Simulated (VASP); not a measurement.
# V3Pt (Pm-3m) in VASP: single point with LDA

Aim: the single point of V3Pt with LDA.

Everything below comes from runs of VASP 6.6.1. Logs are shortened: lines on timing, memory, paths and dates and some standing lists are left out, and cuts for length are marked.

**1. The cell of the first run**

Symmetry: Pm-3m, No. 221, cubic system. Conventional cell: a = 3.752 Å, b = 3.752 Å, c = 3.752 Å, α = 90.00°, β = 90.00°, γ = 90.00°. V (site symmetry 4/mmm) has 8 V at 2.65 Å and 4 Pt at 2.65 Å within 3.5 Å. Pt (site symmetry m-3m) has 12 V at 2.65 Å within 3.5 Å.

**2. Single point, LDA, collinear spin, ferromagnetic start**

INCAR reads:

```
PREC = Accurate ; ENCUT = 520
EDIFF = 1E-7 ; ISMEAR = -1
SIGMA = 0.05 ; LREAL = False
LASPH = True ; NELM = 150
ALGO = Normal ; ISIF = 2
LWAVE = False ; LCHARG = True
ISPIN = 2 ; MAGMOM = 1.5 1.5 1.5 0
LORBIT = 11 ; LMAXMIX = 4
LELF = True ; LVHAR = True
NBANDS = 36
```

KPOINTS reads:

```
regular mesh
0
Gamma
  9 9 9
```

POSCAR reads:

```
V3Pt
1.0
    3.7520839090      0.0000000000      0.0000000000
    0.0000000000      3.7520839090      0.0000000000
    0.0000000000      0.0000000000      3.7520839090
V Pt
3 1
Direct
    0.0000000000      0.5000000000      0.5000000000
    0.5000000000      0.0000000000      0.5000000000
    0.5000000000      0.5000000000      0.0000000000
    0.0000000000      0.0000000000      0.0000000000
```

Potentials or basis: VASP PAW LDA potentials, release 64 (V_sv, Pt).

Command:

```console
cat potpaw_LDA.64/V_sv/POTCAR potpaw_LDA.64/Pt/POTCAR > POTCAR
mpirun -np 1 vasp_std > vasp.out
```

OUTCAR:

```text
PREC = Accurate
   ENCUT = 520
   EDIFF = 1E-7
   ISMEAR = -1
   LREAL = False
   LASPH = True
   NELM = 150
   ISIF = 2
   ISPIN = 2
   LORBIT = 11

 ion  position               nearest neighbor table
   1  0.000  0.500  0.500-   2 2.65   3 2.65   4 2.65   3 2.65   4 2.65   2 2.65   4 2.65   4 2.65
                             2 2.65   3 2.65   3 2.65   2 2.65
   2  0.500  0.000  0.500-   1 2.65   3 2.65   4 2.65   3 2.65   4 2.65   1 2.65   3 2.65   3 2.65
                             1 2.65   4 2.65   4 2.65   1 2.65
   3  0.500  0.500  0.000-   1 2.65   2 2.65   4 2.65   1 2.65   2 2.65   2 2.65   4 2.65   2 2.65
                             1 2.65   4 2.65   1 2.65   4 2.65
   4  0.000  0.000  0.000-   1 2.65   2 2.65   3 2.65   1 2.65   2 2.65   1 2.65   3 2.65   1 2.65
                             2 2.65   3 2.65   2 2.65   3 2.65

  LATTYP: Found a simple cubic cell.
 ALAT       =     3.7520839090

  Lattice vectors:

 A1 = (   3.7520839090,   0.0000000000,   0.0000000000)
 A2 = (   0.0000000000,   3.7520839090,   0.0000000000)
 A3 = (   0.0000000000,   0.0000000000,   3.7520839090)

Analysis of symmetry for initial positions (statically):
=====================================================================
 Subroutine PRICEL returns:
 Original cell was already a primitive cell.

 Routine SETGRP: Setting up the symmetry group for a
 simple cubic supercell.

 Subroutine GETGRP returns: Found 48 space group operations
 (whereof 48 operations were pure point group operations)
 out of a pool of 48 trial point group operations.

The static configuration has the point symmetry O_h .

Analysis of symmetry for dynamics (positions and initial velocities):
=====================================================================
 Subroutine PRICEL returns:
 Original cell was already a primitive cell.

 Routine SETGRP: Setting up the symmetry group for a
 simple cubic supercell.

 Subroutine GETGRP returns: Found 48 space group operations
 (whereof 48 operations were pure point group operations)
 out of a pool of 48 trial point group operations.

The dynamic configuration has the point symmetry O_h .

Analysis of structural, dynamic, and magnetic symmetry:
=====================================================================
 Subroutine PRICEL returns:
 Original cell was already a primitive cell.

 Routine SETGRP: Setting up the symmetry group for a
 simple cubic supercell.

 Subroutine GETGRP returns: Found 48 space group operations
 (whereof 48 operations were pure point group operations)
 out of a pool of 48 trial point group operations.

[... 133 lines left out ...]
   LEPSILON=     F    determine dielectric tensor
   LRPA    =     F    only Hartree local field effects (RPA)
 spin polarized calculation
  energy-cutoff  :      520.00
  volume of cell :       52.82
 maximum number of plane-waves:      1436
 NGX is ok and might be reduce to    28
   NGX = 13   NGY = 13   NGZ = 13

 number of electron      48.9999971 magnetization      -0.0074952

 number of electron      48.9999971 magnetization       0.0004538

 Free energy of the ion-electron system (eV)
  ---------------------------------------------------
  ext. energy  EPLUGINS =         0.00000000
  ---------------------------------------------------
  free energy    TOTEN  =       -38.31021856 eV

  energy without entropy =      -38.26219923  energy(sigma->0) =      -38.28620889

 E-fermi :  11.0016     XC(G=0): -13.6330

 val. band max:       11.0013358254   @ k =   0.4444   0.1111   0.0000
 cond. band min:      11.0174296012   @ k =   0.2222   0.0000   0.0000
 fundamental gap:      0.0160937758
 Fermi energy:        11.0015625786

 spin component 1

 k-point     1 :       0.0000    0.0000    0.0000
  band No.  band energies     occupation
      1     -52.2941      1.00000
      2     -52.0845      1.00000
      3     -52.0845      1.00000
      4     -26.7897      1.00000
      5     -26.7897      1.00000
      6     -26.7897      1.00000
[... 925 lines left out ...]
     35      16.1884      0.00000
     36      17.0809      0.00000

 [... further k-points ...]

 spin component 2

 k-point     1 :       0.0000    0.0000    0.0000
  band No.  band energies     occupation
      1     -52.2940      1.00000
      2     -52.0843      1.00000
      3     -52.0843      1.00000
      4     -26.7896      1.00000
      5     -26.7896      1.00000
      6     -26.7896      1.00000
[... 925 lines left out ...]
     35      16.1885      0.00000
     36      17.0809      0.00000

 [... further k-points ...]

------------------------ aborting loop because EDIFF is reached ----------------------------------------

  FORCE on cell =-STRESS in cart. coord.  units (eV):
  Direction    XX          YY          ZZ          XY          YZ          ZX
  --------------------------------------------------------------------------------------
  -------------------------------------------------------------------------------------
  Total        0.2160327      0.2160327      0.2160327      0.0000000      0.0000000     -0.0000000
  in kB        6.5525817      6.5525817      6.5525817      0.0000000      0.0000000     -0.0000000
  external PRESSURE =       6.5525817 kB  Pullay stress =       0.0000000 kB

 VOLUME and BASIS-vectors are now :
 -----------------------------------------------------------------------------
  energy-cutoff  :      520.00
  volume of cell :       52.82
      direct lattice vectors                 reciprocal lattice vectors
     3.752083909  0.000000000  0.000000000     0.266518560  0.000000000  0.000000000
     0.000000000  3.752083909  0.000000000     0.000000000  0.266518560  0.000000000
     0.000000000  0.000000000  3.752083909     0.000000000  0.000000000  0.266518560

 POSITION                                       TOTAL-FORCE (eV/Angst)
 -----------------------------------------------------------------------------------
      0.00000      1.87604      1.87604         0.000000      0.000000      0.000000
      1.87604      0.00000      1.87604         0.000000      0.000000      0.000000
      1.87604      1.87604      0.00000         0.000000      0.000000      0.000000
      0.00000      0.00000      0.00000         0.000000      0.000000      0.000000
 -----------------------------------------------------------------------------------
    total drift:                                0.000000      0.000000      0.000000

  FREE ENERGIE OF THE ION-ELECTRON SYSTEM (eV)
  ---------------------------------------------------
  free  energy   TOTEN  =       -38.3102185582 eV

  energy  without entropy=      -38.2621992297  energy(sigma->0) =      -38.28620889

 total charge

# of ion       s       p       d       tot
------------------------------------------
    1        2.333   6.237   3.111  11.681
    2        2.333   6.237   3.111  11.681
    3        2.333   6.237   3.111  11.681
    4        0.860   0.865   7.994   9.719
--------------------------------------------------
tot          7.858  19.577  17.327  44.762

 magnetization (x)

# of ion       s       p       d       tot
------------------------------------------
    1        0.000   0.000   0.000   0.000
    2        0.000   0.000   0.000   0.000
    3        0.000   0.000   0.000   0.000
    4       -0.000   0.000  -0.000  -0.000
--------------------------------------------------
tot          0.000   0.000   0.000   0.000
```

Run time: 86 s. Hardware: 1 thread of AMD EPYC 7R13 (Zen 3), shared host; peak memory 0.19 GiB.

Results:

* Free energy: -38.3102 eV
* Pressure: 0.7 GPa
* Net moment: 0.00 μB per cell
* Valence electrons inside the program's atomic spheres: V 11.68; Pt 9.72

Caveat: spin-orbit coupling is left out, which moves the levels of the heavy elements.
